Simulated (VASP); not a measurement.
# CdSe (F-43m) in VASP: further runs

The runs below take CdSe through elastic constants, vibrations by perturbation theory, dielectric tensor, band structure, with b88 exchange, pbe correlation, revPBE+D3(BJ), LDA, PBE, r2SCAN.

All numbers are computed with VASP 6.6.1; they aren't measurements. Logs are shortened: lines on timing, memory, paths and dates and some standing lists are left out, and cuts for length are marked.

### 1 The cell of the first run

Symmetry: F-43m, No. 216, cubic system. Conventional cell: a = 6.141 Å, b = 6.141 Å, c = 6.141 Å, α = 90.00°, β = 90.00°, γ = 90.00°. Cd (site symmetry -43m) has 4 Se at 2.66 Å within 3.5 Å. Se (site symmetry -43m) has 4 Cd at 2.66 Å within 3.5 Å.

### 2 Elastic constants, b88 exchange, pbe correlation

INCAR reads:

```
SYSTEM = CdSe
  ALGO = Normal
  EDIFF = 1E-8
  ENCUT = 500
  GGA = LIBXC
  GGA_COMPAT = .False.
  IBRION = 6
  ISIF = 3
  ISMEAR = 0
  LASPH = .True.
  LCHARG = .True.
  LIBXC1 = GGA_X_B88
  LIBXC2 = GGA_C_PBE
  LREAL = .False.
  LWAVE = .False.
  NBANDS = 16
  NELM = 120
  NFREE = 2
  NSW = 1
  POTIM = 0.015
  PREC = Accurate
  SIGMA = 0.01
```

KPOINTS reads:

```
k-points
0
Gamma
  6 6 6
  0 0 0
```

POSCAR reads:

```
CdSe
1.0
    0.0000000000      3.0702712000      3.0702712000
    3.0702712000      0.0000000000      3.0702712000
    3.0702712000      3.0702712000      0.0000000000
Cd Se
1 1
Direct
    0.0000000000      0.0000000000      0.0000000000
    0.7500000000      0.7500000000      0.7500000000
```

Potentials or basis: VASP PAW PBE potentials, release 64 (Cd, Se).

Run with:

```sh
> cat potpaw_PBE.64/Cd/POTCAR potpaw_PBE.64/Se/POTCAR > POTCAR
> mpirun -np 1 vasp_std > vasp.out
```

OUTCAR:

```text
SYSTEM = CdSe
   EDIFF = 1E-8
   ENCUT = 500
   GGA = LIBXC
   IBRION = 6
   ISIF = 3
   ISMEAR = 0
   LASPH = .True.
   LREAL = .False.
   NELM = 120
   NFREE = 2
   NSW = 1
   POTIM = 0.015
   PREC = Accurate

 ion  position               nearest neighbor table
   1  0.000  0.000  0.000-   2 2.66   2 2.66   2 2.66   2 2.66
   2  0.750  0.750  0.750-   1 2.66   1 2.66   1 2.66   1 2.66

  LATTYP: Found a face centered cubic cell.
 ALAT       =     6.1405424000

  Lattice vectors:

 A1 = (   0.0000000000,   3.0702712000,   3.0702712000)
 A2 = (   3.0702712000,   0.0000000000,   3.0702712000)
 A3 = (   3.0702712000,   3.0702712000,   0.0000000000)

Analysis of symmetry for initial positions (statically):
=====================================================================
 Subroutine PRICEL returns:
 Original cell was already a primitive cell.

 Routine SETGRP: Setting up the symmetry group for a
 face centered cubic supercell.

 Subroutine GETGRP returns: Found 24 space group operations
 (whereof 24 operations were pure point group operations)
 out of a pool of 48 trial point group operations.

The static configuration has the point symmetry T_d .

Analysis of symmetry for dynamics (positions and initial velocities):
=====================================================================
 Subroutine PRICEL returns:
 Original cell was already a primitive cell.

 Routine SETGRP: Setting up the symmetry group for a
 face centered cubic supercell.

 Subroutine GETGRP returns: Found 24 space group operations
 (whereof 24 operations were pure point group operations)
 out of a pool of 48 trial point group operations.

The dynamic configuration has the point symmetry T_d .

 Subroutine INISYM returns: Found 24 space group operations
 (whereof 24 operations are pure point group operations),
 and found     1 'primitive' translations

----------------------------------------------------------------------------------------

                                     Primitive cell

  volume of cell :      57.8842

  direct lattice vectors                    reciprocal lattice vectors
     0.000000000  3.070271200  3.070271200    -0.162852063  0.162852063  0.162852063
     3.070271200  0.000000000  3.070271200     0.162852063 -0.162852063  0.162852063
     3.070271200  3.070271200  0.000000000     0.162852063  0.162852063 -0.162852063

  length of vectors
     4.342019171  4.342019171  4.342019171     0.282068048  0.282068048  0.282068048

  position of ions in fractional coordinates (direct lattice)
     0.000000000  0.000000000  0.000000000
     0.750000000  0.750000000  0.750000000

  ion indices of the primitive-cell ions
   primitive index   ion index
                 1           1
                 2           2

----------------------------------------------------------------------------------------

 KPOINTS: k-points

Automatic generation of k-mesh.
 Grid dimensions read from file:
 generate k-points for:    6    6    6
[... 95 lines left out ...]

 number of electron      18.0000008 magnetization

 Free energy of the ion-electron system (eV)
  ---------------------------------------------------
  ext. energy  EPLUGINS =         0.00000000
  ---------------------------------------------------
  free energy    TOTEN  =        -5.23253237 eV

  energy without entropy =       -5.23253237  energy(sigma->0) =       -5.23253237

------------------------ aborting loop because EDIFF is reached ----------------------------------------

  FORCE on cell =-STRESS in cart. coord.  units (eV):
  Direction    XX          YY          ZZ          XY          YZ          ZX
  --------------------------------------------------------------------------------------
  -------------------------------------------------------------------------------------
  Total        0.5331030      0.5331030      0.5331030     -0.0000000      0.0000000     -0.0000000
  in kB       14.7557565     14.7557565     14.7557565     -0.0000000      0.0000000     -0.0000000
  external PRESSURE =      14.7557565 kB  Pullay stress =       0.0000000 kB
[... 89 lines left out ...]
  FREE ENERGIE OF THE ION-ELECTRON SYSTEM (eV)
  ---------------------------------------------------
  free  energy   TOTEN  =        -5.2219709766 eV

  energy  without entropy=       -5.2219709766  energy(sigma->0) =       -5.22197098

[... ionic steps 4 to 14 ...]

--------------------------------------- Ionic step       15  -------------------------------------------

 number of electron      18.0000005 magnetization

------------------------ aborting loop because EDIFF is reached ----------------------------------------
[... 67 lines left out ...]
--------------------------------------- Ionic step       17  -------------------------------------------

 number of electron      18.0000008 magnetization

 Free energy of the ion-electron system (eV)
  ---------------------------------------------------
  ext. energy  EPLUGINS =         0.00000000
  ---------------------------------------------------
  free energy    TOTEN  =        -5.23201483 eV

  energy without entropy =       -5.23201483  energy(sigma->0) =       -5.23201483

 E-fermi :   0.7967     XC(G=0):  -8.7678

 val. band max:        0.6831603314   @ k =   0.0000   0.0000   0.0000
 cond. band min:       1.2258733227   @ k =   0.0000   0.0000   0.0000
 fundamental gap:      0.5427129913
 Fermi energy:         0.7967175118

 k-point     1 :       0.0000    0.0000    0.0000
  band No.  band energies     occupation
      1     -11.7665      2.00000
      2      -7.1898      2.00000
      3      -7.1818      2.00000
      4      -7.1740      2.00000
      5      -6.8390      2.00000
      6      -6.8390      2.00000
[... 433 lines left out ...]
      3      -7.0490      2.00000
      4      -6.8606      2.00000
      5      -6.8129      2.00000
      6      -6.5493      2.00000
[... 8 lines left out ...]
     15      12.4671      0.00000
     16      12.8542      0.00000

 [... further k-points ...]

------------------------ aborting loop because EDIFF is reached ----------------------------------------

  FORCE on cell =-STRESS in cart. coord.  units (eV):
  Direction    XX          YY          ZZ          XY          YZ          ZX
  --------------------------------------------------------------------------------------
  -------------------------------------------------------------------------------------
  Total        0.5335127      0.5352659      0.5352659      0.0000000     -0.0899535      0.0000000
  in kB       14.7670967     14.8156226     14.8156226      0.0000000     -2.4898233      0.0000000
  external PRESSURE =      14.7994473 kB  Pullay stress =       0.0000000 kB
[... 17 lines left out ...]
  FREE ENERGIE OF THE ION-ELECTRON SYSTEM (eV)
  ---------------------------------------------------
  free  energy   TOTEN  =        -5.2320148317 eV

  energy  without entropy=       -5.2320148317  energy(sigma->0) =       -5.23201483

 INTERNAL STRAIN TENSORS FROM STRAINED CELLS
 ============================================

 INTERNAL STRAIN TENSOR FOR ION    1 for displacements in x,y,z  (eV/Angst):
          X           Y           Z          XY          YZ          ZX
  --------------------------------------------------------------------------------
  x    -0.00000    -0.00000    -0.00000    -0.00000    -5.99948     0.00000
  y     0.00000    -0.00000    -0.00000     0.00000     0.00000    -5.99958
  z     0.00000    -0.00000     0.00000    -6.00010    -0.00000    -0.00000

 INTERNAL STRAIN TENSORS FROM DISPLACED ATOMS
 ============================================

 INTERNAL STRAIN TENSOR FOR ION    1 for displacements in x,y,z  (eV/Angst):
          X           Y           Z          XY          YZ          ZX
  --------------------------------------------------------------------------------
  x     0.00000     0.00000     0.00000     0.00000    -5.99808     0.00000
  y     0.00000     0.00000     0.00000     0.00000     0.00000    -5.99808
  z     0.00000     0.00000     0.00000    -5.99808     0.00000     0.00000

 INTERNAL STRAIN TENSOR FOR ION    2 for displacements in x,y,z  (eV/Angst):
          X           Y           Z          XY          YZ          ZX
  --------------------------------------------------------------------------------
  x     0.00000     0.00000     0.00000     0.00000     5.99805     0.00000
  y     0.00000     0.00000     0.00000     0.00000     0.00000     5.99805
  z     0.00000     0.00000     0.00000     5.99805     0.00000     0.00000

 Eigenvectors and eigenvalues of the dynamical matrix
 ----------------------------------------------------

   1 f  =    4.928108 THz    30.964217 2PiTHz  164.383994 cm-1    20.381009 meV
             X         Y         Z           dx          dy          dz
      0.000000  0.000000  0.000000    -0.000000   -0.643363   -0.000000
      4.605407  4.605407  4.605407     0.000000    0.765561   -0.000000
[... 21 lines left out ...]
   6 f/i=    0.006576 THz     0.041319 2PiTHz    0.219353 cm-1     0.027196 meV
             X         Y         Z           dx          dy          dz
      0.000000  0.000000  0.000000     0.625315   -0.226174   -0.379355
      4.605407  4.605407  4.605407     0.525503   -0.190073   -0.318802

--------------------------------------------------------------------------------------------------------

 ELASTIC MODULI CONTR FROM IONIC RELAXATION (kBar)
 Direction    XX          YY          ZZ          XY          YZ          ZX
 --------------------------------------------------------------------------------
 XX          -0.0000     -0.0000     -0.0000     -0.0000      0.0000     -0.0000
 YY          -0.0000     -0.0000     -0.0000     -0.0000     -0.0000      0.0000
 ZZ          -0.0000     -0.0000     -0.0000      0.0000     -0.0000     -0.0000
 XY          -0.0000     -0.0000      0.0000   -215.9573      0.0000      0.0000
 YZ           0.0000     -0.0000     -0.0000      0.0000   -215.9573      0.0000
 ZX          -0.0000      0.0000     -0.0000      0.0000      0.0000   -215.9573
 --------------------------------------------------------------------------------

 TOTAL ELASTIC MODULI (kBar)
 Direction    XX          YY          ZZ          XY          YZ          ZX
 --------------------------------------------------------------------------------
 XX         613.5006    448.0874    448.0874     -0.0000     -0.0000     -0.0000
 YY         448.0874    613.5006    448.0874     -0.0000     -0.0000      0.0000
 ZZ         448.0874    448.0874    613.5006      0.0000     -0.0000     -0.0000
 XY          -0.0000     -0.0000      0.0000    213.9686      0.0000      0.0000
 YZ          -0.0000     -0.0000     -0.0000      0.0000    213.9686      0.0000
 ZX          -0.0000      0.0000     -0.0000      0.0000      0.0000    213.9686
 --------------------------------------------------------------------------------
```

It took 5.4 min on 1 thread of Intel Xeon Platinum 8375C at 2.90GHz (Ice Lake), shared host; peak memory 0.25 GiB.

What came out:

| Item | Value |
| --- | --- |
| Elastic constants C11, C12, C44 | 61, 45, 21 GPa |
| Voigt bulk modulus | 50 GPa |
| Highest phonon frequency at Γ, LO-TO splitting left out | 164 cm⁻¹ |

Phonon frequencies in cm⁻¹ (negative: imaginary):
| q point | frequencies |
| --- | --- |
| (0.000, 0.000, 0.000) | 0 0 0 164 164 164 |

Elastic tensor in Voigt notation (GPa, in the Cartesian axes of the cell as first typed):
```
61 45 45  0  0  0
45 61 45  0  0  0
45 45 61  0  0  0
 0  0  0 21  0  0
 0  0  0  0 21  0
 0  0  0  0  0 21
```

Clamped-ion elastic tensor (GPa):
```
61 45 45  0  0  0
45 61 45  0  0  0
45 45 61  0  0  0
 0  0  0 43  0  0
 0  0  0  0 43  0
 0  0  0  0  0 43
```

Caveat: the cell is under stress, which shifts elastic constants; the PAW data sets were made with another functional, which shifts forces and pressure a little.

### 3 Elastic constants, revPBE+D3(BJ)

INCAR reads:

```
ALGO = Normal ; EDIFF = 1E-8
ENCUT = 500 ; GGA = RE
GGA_COMPAT = F ; IBRION = 6
ISIF = 3 ; ISMEAR = 0
IVDW = 12 ; LASPH = T
LCHARG = F ; LREAL = F
LWAVE = F ; NELM = 120
NFREE = 2 ; NSW = 1
POTIM = 0.015 ; PREC = Accurate
SIGMA = 0.01
```

KPOINTS reads:

```
k-points
0
Gamma
  6 6 6
```

POSCAR is that of step 2.

Potentials or basis: VASP PAW PBE potentials, release 64 (Cd, Se).

Run with:

```sh
> cat potpaw_PBE.64/Cd/POTCAR potpaw_PBE.64/Se/POTCAR > POTCAR
> mpirun -np 1 vasp_std > vasp.out
```

OUTCAR:

```text
EDIFF = 1E-8
   ENCUT = 500
   GGA = RE
   IBRION = 6
   ISIF = 3
   ISMEAR = 0
   IVDW = 12
   LASPH = T
   LREAL = F
   NELM = 120
   NFREE = 2
   NSW = 1
   POTIM = 0.015
   PREC = Accurate
 IVDW          = 12

 ion  position               nearest neighbor table
   1  0.000  0.000  0.000-   2 2.66   2 2.66   2 2.66   2 2.66
   2  0.750  0.750  0.750-   1 2.66   1 2.66   1 2.66   1 2.66

  LATTYP: Found a face centered cubic cell.
 ALAT       =     6.1405424000

  Lattice vectors:

 A1 = (   0.0000000000,   3.0702712000,   3.0702712000)
 A2 = (   3.0702712000,   0.0000000000,   3.0702712000)
 A3 = (   3.0702712000,   3.0702712000,   0.0000000000)

Analysis of symmetry for initial positions (statically):
=====================================================================
 Subroutine PRICEL returns:
 Original cell was already a primitive cell.

 Routine SETGRP: Setting up the symmetry group for a
 face centered cubic supercell.

 Subroutine GETGRP returns: Found 24 space group operations
 (whereof 24 operations were pure point group operations)
 out of a pool of 48 trial point group operations.

The static configuration has the point symmetry T_d .

Analysis of symmetry for dynamics (positions and initial velocities):
=====================================================================
 Subroutine PRICEL returns:
[... 750 lines left out ...]
     13       8.1112      0.00000

 [... further k-points ...]

------------------------ aborting loop because EDIFF is reached ----------------------------------------

 Edisp (eV)   -1.18217

 E8    (eV) :    -0.8195
[... 25 lines left out ...]
  FREE ENERGIE OF THE ION-ELECTRON SYSTEM (eV)
  ---------------------------------------------------
  free  energy   TOTEN  =        -6.0925367103 eV

  energy  without entropy=       -6.0925367103  energy(sigma->0) =       -6.09253671

 INTERNAL STRAIN TENSORS FROM STRAINED CELLS
 ============================================

 INTERNAL STRAIN TENSOR FOR ION    1 for displacements in x,y,z  (eV/Angst):
          X           Y           Z          XY          YZ          ZX
  --------------------------------------------------------------------------------
  x     0.00000    -0.00000    -0.00000     0.00000    -6.42151    -0.00000
  y     0.00000    -0.00000    -0.00000     0.00000     0.00000    -6.42152
  z     0.00000    -0.00000    -0.00000    -6.42186    -0.00000     0.00000

 INTERNAL STRAIN TENSORS FROM DISPLACED ATOMS
 ============================================

 INTERNAL STRAIN TENSOR FOR ION    1 for displacements in x,y,z  (eV/Angst):
          X           Y           Z          XY          YZ          ZX
  --------------------------------------------------------------------------------
  x    -0.00000     0.00000     0.00000     0.00000    -6.41879     0.00000
  y     0.00000    -0.00000     0.00000     0.00000     0.00000    -6.41879
  z     0.00000     0.00000    -0.00000    -6.41879     0.00000     0.00000

 INTERNAL STRAIN TENSOR FOR ION    2 for displacements in x,y,z  (eV/Angst):
          X           Y           Z          XY          YZ          ZX
  --------------------------------------------------------------------------------
  x     0.00000     0.00000     0.00000     0.00000     6.42041     0.00000
  y     0.00000     0.00000     0.00000     0.00000     0.00000     6.42041
  z     0.00000     0.00000     0.00000     6.42041     0.00000     0.00000

 Eigenvectors and eigenvalues of the dynamical matrix
 ----------------------------------------------------

   1 f  =    4.948328 THz    31.091261 2PiTHz  165.058452 cm-1    20.464631 meV
             X         Y         Z           dx          dy          dz
      0.000000  0.000000  0.000000     0.000000    0.643242    0.000000
      4.605407  4.605407  4.605407     0.000000   -0.765663    0.000000
[... 21 lines left out ...]
   6 f/i=    0.005820 THz     0.036567 2PiTHz    0.194127 cm-1     0.024069 meV
             X         Y         Z           dx          dy          dz
      0.000000  0.000000  0.000000     0.000000    0.000000    0.765663
      4.605407  4.605407  4.605407     0.000000    0.000000    0.643242

--------------------------------------------------------------------------------------------------------

 ELASTIC MODULI CONTR FROM IONIC RELAXATION (kBar)
 Direction    XX          YY          ZZ          XY          YZ          ZX
 --------------------------------------------------------------------------------
 XX          -0.0000     -0.0000     -0.0000     -0.0000     -0.0000     -0.0000
 YY          -0.0000     -0.0000     -0.0000     -0.0000     -0.0000     -0.0000
 ZZ          -0.0000     -0.0000     -0.0000     -0.0000     -0.0000     -0.0000
 XY          -0.0000     -0.0000     -0.0000   -245.3741      0.0000      0.0000
 YZ          -0.0000     -0.0000     -0.0000      0.0000   -245.3741      0.0000
 ZX          -0.0000     -0.0000     -0.0000      0.0000      0.0000   -245.3741
 --------------------------------------------------------------------------------

 TOTAL ELASTIC MODULI (kBar)
 Direction    XX          YY          ZZ          XY          YZ          ZX
 --------------------------------------------------------------------------------
 XX         570.3766    426.5816    426.5816      0.0000     -0.0000      0.0000
 YY         426.5816    570.3766    426.5816     -0.0000     -0.0000     -0.0000
 ZZ         426.5816    426.5816    570.3766     -0.0000     -0.0000      0.0000
 XY           0.0000     -0.0000     -0.0000    198.2290      0.0000      0.0000
 YZ          -0.0000     -0.0000     -0.0000      0.0000    198.2290      0.0000
 ZX           0.0000     -0.0000      0.0000      0.0000      0.0000    198.2290
 --------------------------------------------------------------------------------
```

stdout:

```text
POSCAR found type information on POSCAR CdSe
 POSCAR found :  2 types and       2 ions
 scaLAPACK will be used
 -----------------------------------------------------------------------------
|                                                                             |
|                                                                             |
|     You enforced a specific xc type in the INCAR file but a different       |
|     I HOPE YOU KNOW WHAT YOU ARE DOING!                                     |
|                                                                             |
[... 33 lines left out ...]
 Finite differences progress:
 bond charge predicted
 Finite differences progress:
 bond charge predicted
 Finite differences progress:
 bond charge predicted
 Finite differences progress:
 bond charge predicted
 Finite differences progress:
 bond charge predicted
 Finite differences progress:
```

Run time: 4.2 min. Hardware: 1 thread of AMD EPYC 9R45 (Zen 5), shared host; peak memory 0.22 GiB.

What came out:

```
Elastic constants C11, C12, C44                         : 57, 43, 20 GPa
Voigt bulk modulus                                      : 47 GPa
Highest phonon frequency at Γ, LO-TO splitting left out : 165 cm⁻¹
Dispersion energy per atom                              : -0.591 eV
```

Phonon frequencies in cm⁻¹ (negative: imaginary):
```tsv
q point	frequencies
(0.000, 0.000, 0.000)	0 0 0 165 165 165
```

Elastic tensor in Voigt notation (GPa, in the Cartesian axes of the cell as first typed):
```
57 43 43  0  0  0
43 57 43  0  0  0
43 43 57  0  0  0
 0  0  0 20  0  0
 0  0  0  0 20  0
 0  0  0  0  0 20
```

Clamped-ion elastic tensor (GPa):
```
57 43 43  0  0  0
43 57 43  0  0  0
43 43 57  0  0  0
 0  0  0 44  0  0
 0  0  0  0 44  0
 0  0  0  0  0 44
```

Caveat: three body term missing; the PAW data sets were made with another functional, which shifts forces and pressure a little.

[end of part 1 of 2]
